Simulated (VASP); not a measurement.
A run of VASP 6.6.1 is set up as follows.

Contents of INCAR:

```
SYSTEM = SiC
  PREC = Accurate
  ENCUT = 520
  EDIFF = 1E-6
  ISMEAR = -1
  SIGMA = 0.1
  LREAL = .FALSE.
  LASPH = .TRUE.
  NELM = 60
  ALGO = Normal
  ISIF = 2
  LWAVE = .FALSE.
  LCHARG = .FALSE.
  GGA = PE
  NBANDS = 16
```

The input KPOINTS:

```
regular mesh
0
G
  3 5 6
  0 0 0
```

POSCAR

```
SiC
1.0
   -2.3373620000      4.3715080000      2.2388670000
    2.2548910000     -0.0374670000      2.2313290000
    2.2149290000      2.1232890000      0.0024950000
Si C
2 2
Direct
   -0.0026454003      0.0068450106      0.0004925616
    0.5083954485      0.5002134234      1.0050057839
    0.1302349849      0.4122606349      0.2256833106
    0.6287438249      0.8472920072      0.2681249840
```

Potentials or basis: VASP PAW PBE potentials, release 64 (Si, C).

Command:

```bash
$ cat potpaw_PBE.64/Si/POTCAR potpaw_PBE.64/C/POTCAR > POTCAR
$ mpirun -np 1 vasp_std > vasp.out
```

Problem. Estimate the band gap on the k mesh.

Solution. 0.83 eV.

Problem. What does it give for the largest force?

Solution. 1.470 eV/Å.

Problem. Predict the pressure.

Solution. -6.4 GPa.

Stress tensor (GPa, compression positive):
```
-9.98  8.72  0.78
 8.72 -0.75 -0.16
 0.78 -0.16 -8.57
```

Caveat: the k points lie up to 0.43 Å⁻¹ apart; an odd mesh through Γ misses points on the zone boundary, where band edges can lie; forces of over 1 eV/Å act on the atoms, so gaps and moduli don't describe the material at rest.
